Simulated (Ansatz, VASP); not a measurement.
**Nb: VASP beside Ansatz**

```
Nb
1.0
    -1.92089    1.92089    1.24858
     1.92089   -1.92089    1.24858
     1.92089    1.92089   -1.24858
Nb
1
Direct
  0.00000 0.00000 0.00000
```

Alike in both runs: task single point; functional PBE; k mesh 22 × 22 × 22; occupations gaussian, width 0.15 eV; no spin polarisation.

```csv
,VASP,Ansatz
version,VASP 6.6.1,Ansatz 0.2.0
potentials or method,"VASP PAW PBE potentials, release 64 (Nb_sv), cutoff 520 eV","scalar-relativistic, plane waves, PAW"
valence electrons in the cell,13,13
```

Ansatz gave:

```
gap on the k mesh at the Fermi level (eV)                     : none
pressure (GPa)                                                : 7.3
traceless stress, the component that is largest in VASP (GPa) : 15.87
```

Q: What did VASP give for the same quantities?

A: gap on the k mesh at the Fermi level (eV): none; pressure (GPa): 7.1; traceless stress, the component that is largest in VASP (GPa): 15.95.

A gap of «none» marks a metal or a gap that the smearing closes.
